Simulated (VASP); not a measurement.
# Ag (Im-3m) in VASP: a series of runs, part 2 of 2

VASP 6.6.1.

## (5) Single point, LDA (volume scaled by 1.04)

INCAR reads:

```
SYSTEM = Ag
ALGO = Normal ; EDIFF = 1E-6
ENCUT = 520 ; GGA = CA
ISIF = 2 ; ISMEAR = -1
LASPH = .TRUE. ; LCHARG = .TRUE.
LELF = .TRUE. ; LREAL = .FALSE.
LVHAR = .TRUE. ; LWAVE = .FALSE.
NBANDS = 12 ; NELM = 100
PREC = Accurate ; SIGMA = 0.05
```

KPOINTS reads:

```
k-points
0
G
  11 11 11
  0 0 0
```

POSCAR reads:

```
Ag
1.0
   -1.6774414196      1.6774414196      1.6774414196
    1.6774414196     -1.6774414196      1.6774414196
    1.6774414196      1.6774414196     -1.6774414196
Ag
1
Direct
    0.0000000000      0.0000000000      0.0000000000
```

Potentials or basis: VASP PAW LDA potentials, release 64 (Ag).

Command:

```
> cat potpaw_LDA.64/Ag/POTCAR > POTCAR
> mpirun -np 1 vasp_std > vasp.out
```

OUTCAR:

```text
SYSTEM = Ag
   EDIFF = 1E-6
   ENCUT = 520
   GGA = CA
   ISIF = 2
   ISMEAR = -1
   LASPH = .TRUE.
   LREAL = .FALSE.
   NELM = 100
   PREC = Accurate

 ion  position               nearest neighbor table
   1  0.000  0.000  0.000-

  LATTYP: Found a body centered cubic cell.
 ALAT       =     3.3548828392

  Lattice vectors:

 A1 = (  -1.6774414196,   1.6774414196,   1.6774414196)
 A2 = (   1.6774414196,  -1.6774414196,   1.6774414196)
 A3 = (   1.6774414196,   1.6774414196,  -1.6774414196)

Analysis of symmetry for initial positions (statically):
=====================================================================
 Subroutine PRICEL returns:
 Original cell was already a primitive cell.

 Routine SETGRP: Setting up the symmetry group for a
 body centered cubic supercell.

 Subroutine GETGRP returns: Found 48 space group operations
[... 9 lines left out ...]

 Routine SETGRP: Setting up the symmetry group for a
 body centered cubic supercell.

 Subroutine GETGRP returns: Found 48 space group operations
[... 11 lines left out ...]
                                     Primitive cell

  volume of cell :      18.8800

  direct lattice vectors                    reciprocal lattice vectors
    -1.677441420  1.677441420  1.677441420     0.000000000  0.298073002  0.298073002
     1.677441420 -1.677441420  1.677441420     0.298073002  0.000000000  0.298073002
     1.677441420  1.677441420 -1.677441420     0.298073002  0.298073002  0.000000000

  length of vectors
     2.905413765  2.905413765  2.905413765     0.421538882  0.421538882  0.421538882

  position of ions in fractional coordinates (direct lattice)
     0.000000000  0.000000000  0.000000000

  ion indices of the primitive-cell ions
   primitive index   ion index
                 1           1

----------------------------------------------------------------------------------------

 KPOINTS: k-points

Automatic generation of k-mesh.
 Grid dimensions read from file:
 generate k-points for:   11   11   11

 Generating k-lattice:

  Cartesian coordinates                     Fractional coordinates (reciprocal lattice)
     0.000000000  0.027097546  0.027097546     0.090909091  0.000000000  0.000000000
     0.027097546  0.000000000  0.027097546     0.000000000  0.090909091  0.000000000
     0.027097546  0.027097546  0.000000000     0.000000000  0.000000000  0.090909091

  Length of vectors
     0.038321717  0.038321717  0.038321717

  Shift w.r.t. Gamma in fractional coordinates (k-lattice)
     0.000000000  0.000000000  0.000000000

 Subroutine IBZKPT returns following result:
 ===========================================

 Found     56 irreducible k-points:

 Following reciprocal coordinates:
            Coordinates               Weight
  0.000000  0.000000  0.000000      1.000000
  0.090909  0.000000  0.000000     12.000000
  0.181818  0.000000  0.000000     12.000000
  0.272727  0.000000  0.000000     12.000000
  0.363636  0.000000  0.000000     12.000000
  0.454545  0.000000  0.000000     12.000000
[... 16 lines left out ...]
  0.272727  0.181818  0.090909     48.000000
  0.363636  0.181818  0.090909     24.000000
 [... further k-points ...]
   k-points           NKPTS =     56   k-points in BZ     NKDIM =     56   number of bands    NBANDS=     12
   number of dos      NEDOS =    301   number of ions     NIONS =      1
   total plane-waves  NPLWV =  13824
   dimension x,y,z NGX =    24 NGY =   24 NGZ =   24
   dimension x,y,z NGXF=    48 NGYF=   48 NGZF=   48
   ions per type =               1
   NGX,Y,Z   is equivalent  to a cutoff of  13.73, 13.73, 13.73 a.u.
   NGXF,Y,Z  is equivalent  to a cutoff of  27.47, 27.47, 27.47 a.u.
 SYSTEM =  Ag
   PREC   = accura    normal or accurate (medium, high low for compatibility)
   ISTART =      0    job   : 0-new  1-cont  2-samecut
   ICHARG =      2    charge: 1-file 2-atom 10-const
   ISPIN  =      1    spin polarized calculation?
   LNONCOLLINEAR =      F non collinear calculations
   LSORBIT =      F    spin-orbit coupling
   LASPH  =      T    aspherical Exc in radial PAW
   ENCUT  =  520.0 eV  38.22 Ry    6.18 a.u.   5.40  5.40  5.40*2*pi/ulx,y,z
   NELM   =    100;   NELMIN=  2; NELMDL= -5     # of ELM steps
   EDIFF  = 0.1E-05   stopping-criterion for ELM
   LREAL  =      F    real-space projection
   EDIFFG = 0.1E-04   stopping-criterion for IOM
   NSW    =      0    number of steps for IOM
   IBRION =     -1    ionic relax: 0-MD 1-quasi-New 2-CG
   NFREE  =      0    steps in history (QN), initial steepest desc. (CG)
   ISIF   =      2    stress and relaxation
   ISYM   =      2    0-nonsym 1-usesym 2-fastsym
   POTIM  = 0.5000    time-step for ionic-motion
   TEBEG  =    0.0;   TEEND  =   0.0 temperature during run
   PSTRESS=    0.0 pullay stress
   NELECT =      11.0000    total number of electrons
   NUPDOWN=      -1.0000    fix difference up-down
   EMIN   =  10.00;   EMAX   =-10.00  energy-range for DOS
   EFERMI =   0.00;   METHOD = LEGACY
   ISMEAR =    -1;   SIGMA  =   0.05  broadening in eV -4-tet -1-fermi 0-gaus
   EFERMI_NEDOS =   21; number of points for ismear=-14 and -15
   IALGO  =     38    algorithm
   IMIX   =      4    mixing-type and parameters
     AMIX     =   0.40;   BMIX     =  1.00
     AMIX_MAG =   1.60;   BMIX_MAG =  1.00
  volume/ion in A,a.u.               =      18.88       127.41
  Fermi-wavevector in a.u.,A,eV,Ry     =   1.367325  2.583869 25.437142  1.869577
  Thomas-Fermi vector in A             =   2.493387
   LORBIT       =      0    0 simple, 1 ext, 2 COOP (PROOUT), +10 PAW based schemes
   GGA     = CA    functional components
   LHFCALC =     F    Hartree Fock is set to
   AEXX    =    0.0000 exact exchange contribution
   IVDW    =     0    specifies the selected vdW correction
   LEPSILON=     F    determine dielectric tensor
   LRPA    =     F    only Hartree local field effects (RPA)
 non-spin polarized calculation
  energy-cutoff  :      520.00
  volume of cell :       18.88
 maximum number of plane-waves:       531
 NGX is ok and might be reduce to    24
   NGX = 11   NGY = 11   NGZ = 11

 number of electron      10.9999997 magnetization

 Free energy of the ion-electron system (eV)
  ---------------------------------------------------
  ext. energy  EPLUGINS =         0.00000000
  ---------------------------------------------------
  free energy    TOTEN  =        -3.61530637 eV

  energy without entropy =       -3.61203781  energy(sigma->0) =       -3.61367209

 E-fermi :   6.7590     XC(G=0): -11.9939

 val. band max:        6.7336834425   @ k =  -0.3636   0.4545   0.0909
 cond. band min:       6.9931743626   @ k =  -0.4545   0.4545   0.0909
 fundamental gap:      0.2594909202
 Fermi energy:         6.7589869207

 k-point     1 :       0.0000    0.0000    0.0000
  band No.  band energies     occupation
      1      -0.3084      2.00000
      2       2.2602      2.00000
      3       2.2602      2.00000
      4       2.2602      2.00000
      5       3.4125      2.00000
      6       3.4125      2.00000
      7      24.3821      0.00000
      8      24.3821      0.00000
      9      24.3821      0.00000
     10      28.9850      0.00000
     11      28.9850      0.00000
     12      28.9850      0.00000

 k-point     2 :       0.0909    0.0000    0.0000
  band No.  band energies     occupation
      1      -0.0590      2.00000
      2       2.2044      2.00000
      3       2.2714      2.00000
      4       2.3941      2.00000
      5       3.3549      2.00000
      6       3.4165      2.00000
      7      23.5152      0.00000
      8      24.2091      0.00000
      9      24.5055      0.00000
     10      27.1797      0.00000
     11      27.4546      0.00000
     12      27.6096      0.00000

 k-point     3 :       0.1818    0.0000    0.0000
  band No.  band energies     occupation
      1       0.5964      2.00000
      2       2.0579      2.00000
      3       2.3517      2.00000
      4       2.7701      2.00000
      5       3.2578      2.00000
      6       3.4302      2.00000
      7      20.6654      0.00000
      8      23.0998      0.00000
      9      24.8126      0.00000
     10      25.2875      0.00000
     11      26.2285      0.00000
     12      27.3967      0.00000
[... 286 lines left out ...]
 k-point    23 :       0.2727    0.1818    0.0909
  band No.  band energies     occupation
      1       1.5455      2.00000
      2       1.7953      2.00000
      3       2.7285      2.00000
      4       3.4126      2.00000
      5       3.5314      2.00000
      6       7.6282      0.00000
      7      12.9107      0.00000
      8      15.4078      0.00000
      9      17.7888      0.00000
     10      28.2506      0.00000
     11      30.9585      0.00000
     12      32.0680      0.00000

 k-point    24 :       0.3636    0.1818    0.0909
  band No.  band energies     occupation
      1       1.5028      2.00000
      2       1.7599      2.00000
      3       2.8964      2.00000
      4       3.4446      2.00000
      5       3.5463      2.00000
      6       9.4358      0.00000
      7      10.7073      0.00000
      8      15.0737      0.00000
      9      17.5461      0.00000
     10      28.4407      0.00000
     11      30.8759      0.00000
     12      32.0699      0.00000

 [... further k-points ...]
[... 5 lines left out ...]
  --------------------------------------------------------------------------------------
  -------------------------------------------------------------------------------------
  Total       -1.5994558     -1.5994558     -1.5994558     -0.0000000      0.0000000      0.0000000
  in kB     -135.7315304   -135.7315304   -135.7315304     -0.0000000      0.0000000      0.0000000
  external PRESSURE =    -135.7315304 kB  Pullay stress =       0.0000000 kB

 VOLUME and BASIS-vectors are now :
 -----------------------------------------------------------------------------
  energy-cutoff  :      520.00
  volume of cell :       18.88
      direct lattice vectors                 reciprocal lattice vectors
    -1.677441420  1.677441420  1.677441420     0.000000000  0.298073002  0.298073002
     1.677441420 -1.677441420  1.677441420     0.298073002  0.000000000  0.298073002
     1.677441420  1.677441420 -1.677441420     0.298073002  0.298073002  0.000000000

 POSITION                                       TOTAL-FORCE (eV/Angst)
 -----------------------------------------------------------------------------------
      0.00000      0.00000      0.00000         0.000000     -0.000000      0.000000
 -----------------------------------------------------------------------------------
    total drift:                                0.000000      0.000000      0.000000

  FREE ENERGIE OF THE ION-ELECTRON SYSTEM (eV)
  ---------------------------------------------------
  free  energy   TOTEN  =        -3.6153063667 eV

  energy  without entropy=       -3.6120378126  energy(sigma->0) =       -3.61367209
```

OSZICAR:

```text
N       E                     dE             d eps       ncg     rms          rms(c)
DAV:   1     0.498419628617E+02    0.49842E+02   -0.53832E+03  1368   0.814E+02
DAV:   2    -0.307979255011E+01   -0.52922E+02   -0.49590E+02  1552   0.188E+02
DAV:   3    -0.388500683917E+01   -0.80521E+00   -0.80463E+00  1588   0.250E+01
DAV:   4    -0.388762323515E+01   -0.26164E-02   -0.26163E-02  1524   0.147E+00
DAV:   5    -0.388764623924E+01   -0.23004E-04   -0.23003E-04  1564   0.125E-01    0.423E+00
DAV:   6    -0.362562889366E+01    0.26202E+00   -0.11820E+00  1448   0.933E+00    0.283E+00
DAV:   7    -0.361882769527E+01    0.68012E-02   -0.41903E-03  1516   0.692E-01    0.162E+00
DAV:   8    -0.361529944395E+01    0.35283E-02   -0.76815E-04  1500   0.208E-01    0.376E-02
DAV:   9    -0.361530629286E+01   -0.68489E-05   -0.66685E-06  1504   0.171E-02    0.817E-03
DAV:  10    -0.361530636670E+01   -0.73841E-07   -0.12013E-06  1456   0.922E-03
   1 F= -.36153064E+01 E0= -.36136721E+01  d E =-.326855E-02
```

stdout:

```text
POSCAR found type information on POSCAR Ag
 POSCAR found :  1 types and       1 ions
 scaLAPACK will be used
 LDA part: xc-table for (Slater(with rela. corr.)+CA(PZ))
 , standard interpolation
 POSCAR, INCAR and KPOINTS ok, starting setup
 FFT: planning ... GRIDC
 FFT: planning ... GRID_SOFT
 FFT: planning ... GRID
 WAVECAR not read
 entering main loop
```

Run time: 6.5 s. Hardware: 1 thread of Intel Xeon 6975P-C, shared host; peak memory 0.13 GiB.

What came out:

* Free energy: -3.6153 eV
* Pressure: -13.6 GPa

Levels at points of the mesh, in eV from the Fermi level:
| k point | band 3 | band 4 | band 5 | band 6 | band 7 | band 8 | band 9 | band 10 |
| --- | --- | --- | --- | --- | --- | --- | --- | --- |
| (0.00, 0.00, 0.00) | -4.50 | -4.50 | -3.35 | -3.35 | 17.62 | 17.62 | 17.62 | 22.23 |

Caveat: the cell differs from its parent crystal (volume scaled by 1.04).

## (6) Single point, LDA

This run uses another cell than the first one, of 18.15 Å³/atom, 1.064 times its volume.

INCAR reads:

```
SYSTEM = Ag
PREC     = Accurate       ! precision mode
ENCUT    = 520            ! plane-wave cutoff, eV
EDIFF    = 1E-6           ! SCF threshold, eV
ISMEAR   = -1             ! smearing method
SIGMA    = 0.05           ! smearing width, eV
LREAL    = .FALSE.        ! projectors in reciprocal space
LASPH    = .TRUE.         ! aspherical terms in the spheres
NELM     = 80             ! most SCF steps
ALGO     = Fast           ! electronic algorithm
ISIF     = 2              ! what is computed and relaxed
LWAVE    = .FALSE.        ! write WAVECAR
LCHARG   = .TRUE.         ! write CHGCAR
GGA      = CA             ! functional
LELF     = .TRUE.         ! ELF
LVHAR    = .TRUE.       
NBANDS   = 12             ! bands
```

KPOINTS reads:

```
regular mesh
0
G
  6 6 6
  0 0 0
```

POSCAR reads:

```
Ag
1.0
   -1.6556540000      1.6556540000      1.6556540000
    1.6556540000     -1.6556540000      1.6556540000
    1.6556540000      1.6556540000     -1.6556540000
Ag
1
Direct
    0.0000000000      0.0000000000      0.0000000000
```

Potentials or basis: VASP PAW LDA potentials, release 64 (Ag).

Command:

```
> cat potpaw_LDA.64/Ag/POTCAR > POTCAR
> mpirun -np 1 vasp_std > vasp.out
```

OUTCAR:

```text
SYSTEM = Ag
   PREC = Accurate
   ENCUT = 520
   EDIFF = 1E-6
   ISMEAR = -1
   LREAL = .FALSE.
   LASPH = .TRUE.
   NELM = 80
   ISIF = 2
   GGA = CA

 ion  position               nearest neighbor table
   1  0.000  0.000  0.000-

  LATTYP: Found a body centered cubic cell.
 ALAT       =     3.3113080000

  Lattice vectors:

 A1 = (  -1.6556540000,   1.6556540000,   1.6556540000)
 A2 = (   1.6556540000,  -1.6556540000,   1.6556540000)
 A3 = (   1.6556540000,   1.6556540000,  -1.6556540000)

Analysis of symmetry for initial positions (statically):
=====================================================================
 Subroutine PRICEL returns:
 Original cell was already a primitive cell.

 Routine SETGRP: Setting up the symmetry group for a
 body centered cubic supercell.

 Subroutine GETGRP returns: Found 48 space group operations
[... 9 lines left out ...]

 Routine SETGRP: Setting up the symmetry group for a
 body centered cubic supercell.

 Subroutine GETGRP returns: Found 48 space group operations
[... 11 lines left out ...]
                                     Primitive cell

  volume of cell :      18.1538

  direct lattice vectors                    reciprocal lattice vectors
    -1.655654000  1.655654000  1.655654000     0.000000000  0.301995465  0.301995465
     1.655654000 -1.655654000  1.655654000     0.301995465  0.000000000  0.301995465
     1.655654000  1.655654000 -1.655654000     0.301995465  0.301995465  0.000000000

  length of vectors
     2.867676848  2.867676848  2.867676848     0.427086083  0.427086083  0.427086083

  position of ions in fractional coordinates (direct lattice)
     0.000000000  0.000000000  0.000000000

  ion indices of the primitive-cell ions
   primitive index   ion index
                 1           1

----------------------------------------------------------------------------------------
[... 84 lines left out ...]
  Thomas-Fermi vector in A             =   2.509739
   LORBIT       =      0    0 simple, 1 ext, 2 COOP (PROOUT), +10 PAW based schemes
   GGA     = CA    functional components
   LHFCALC =     F    Hartree Fock is set to
   AEXX    =    0.0000 exact exchange contribution
   IVDW    =     0    specifies the selected vdW correction
   LEPSILON=     F    determine dielectric tensor
   LRPA    =     F    only Hartree local field effects (RPA)
 non-spin polarized calculation
 RMM-DIIS sequential band-by-band and
  energy-cutoff  :      520.00
  volume of cell :       18.15
 maximum number of plane-waves:       500
 NGX is ok and might be reduce to    24
   NGX = 11   NGY = 11   NGZ = 11

 number of electron      11.0000001 magnetization

 Free energy of the ion-electron system (eV)
  ---------------------------------------------------
  ext. energy  EPLUGINS =         0.00000000
  ---------------------------------------------------
  free energy    TOTEN  =        -3.57592455 eV

  energy without entropy =       -3.56093082  energy(sigma->0) =       -3.56842769

 E-fermi :   7.4461     XC(G=0): -12.2223

 val. band max:        7.3396239451   @ k =   0.5000   0.0000   0.0000
 cond. band min:       7.4824713904   @ k =   0.3333   0.1667   0.0000
 fundamental gap:      0.1428474454
 Fermi energy:         7.4461359363

 k-point     1 :       0.0000    0.0000    0.0000
  band No.  band energies     occupation
      1      -0.0768      2.00000
      2       2.6109      2.00000
      3       2.6109      2.00000
      4       2.6109      2.00000
      5       3.8397      2.00000
      6       3.8397      2.00000
      7      25.0392      0.00000
      8      25.0392      0.00000
      9      25.0392      0.00000
     10      30.2059      0.00000
     11      30.2059      0.00000
     12      30.2065      0.00000
[... 211 lines left out ...]
 k-point    16 :       0.5000    0.5000    0.5000
  band No.  band energies     occupation
      1       1.3343      2.00000
      2       1.3343      2.00000
      3       4.5267      2.00000
      4       4.5267      2.00000
      5       4.5267      2.00000
      6      13.9302      0.00000
      7      13.9302      0.00000
      8      13.9302      0.00000
      9      19.1246      0.00000
     10      20.3722      0.00000
     11      20.3722      0.00000
     12      33.5940      0.00000

------------------------ aborting loop because EDIFF is reached ----------------------------------------

  FORCE on cell =-STRESS in cart. coord.  units (eV):
  Direction    XX          YY          ZZ          XY          YZ          ZX
  --------------------------------------------------------------------------------------
  -------------------------------------------------------------------------------------
  Total       -1.2628429     -1.2628429     -1.2628429     -0.0000000      0.0000000      0.0000000
  in kB     -111.4528434   -111.4528434   -111.4528434     -0.0000000      0.0000000      0.0000000
  external PRESSURE =    -111.4528434 kB  Pullay stress =       0.0000000 kB

 VOLUME and BASIS-vectors are now :
 -----------------------------------------------------------------------------
  energy-cutoff  :      520.00
  volume of cell :       18.15
      direct lattice vectors                 reciprocal lattice vectors
    -1.655654000  1.655654000  1.655654000     0.000000000  0.301995465  0.301995465
     1.655654000 -1.655654000  1.655654000     0.301995465  0.000000000  0.301995465
     1.655654000  1.655654000 -1.655654000     0.301995465  0.301995465  0.000000000

 POSITION                                       TOTAL-FORCE (eV/Angst)
 -----------------------------------------------------------------------------------
      0.00000      0.00000      0.00000         0.000000      0.000000      0.000000
 -----------------------------------------------------------------------------------
    total drift:                               -0.000000      0.000000     -0.000000

  FREE ENERGIE OF THE ION-ELECTRON SYSTEM (eV)
  ---------------------------------------------------
  free  energy   TOTEN  =        -3.5759245520 eV

  energy  without entropy=       -3.5609308217  energy(sigma->0) =       -3.56842769
```

It took 5.4 s on 1 thread of Intel Xeon 6975P-C, shared host; peak memory 0.13 GiB.

Results:

* Free energy: -3.5759 eV
* Pressure: -11.1 GPa

Levels at points of the mesh, in eV from the Fermi level:
| k point | band 2 | band 3 | band 4 | band 5 | band 6 | band 7 | band 8 | band 9 |
| --- | --- | --- | --- | --- | --- | --- | --- | --- |
| (0.00, 0.00, 0.00) | -4.84 | -4.84 | -4.84 | -3.61 | -3.61 | 17.59 | 17.59 | 17.59 |
| (0.50, 0.00, 0.00) | -5.54 | -3.67 | -3.50 | -2.70 | -0.11 | 3.61 | 12.94 | 13.63 |
| (0.50, 0.50, 0.50) | -6.11 | -2.92 | -2.92 | -2.92 | 6.48 | 6.48 | 6.48 | 11.68 |

Caveat: the k points lie up to 0.45 Å⁻¹ apart.

## (7) The runs side by side

```csv
cell,k mesh,gap on the mesh (eV),pressure (GPa)
"a = 2.809 Å, angles 109.5°, 1 atom",11 × 11 × 11,none,-6.3
"a = 2.848 Å, angles 109.5°, 1 atom",11 × 11 × 11,none,-9.9
"a = 2.887 Å, angles 109.5°, 1 atom",11 × 11 × 11,none,-12.6
"a = 2.905 Å, angles 109.5°, 1 atom",11 × 11 × 11,none,-13.6
"a = 2.868 Å, angles 109.5°, 1 atom",6 × 6 × 6,none,-11.1
```

Alike in all rows: task single point; level LDA; potentials or basis VASP PAW LDA potentials, release 64 (Ag); no spin polarisation; cutoff (eV) 520; smearing fermi-dirac 0.05 eV.

Caveats: some runs use coarse meshes.

Absolute energies hang on the potentials; compare differences alone.
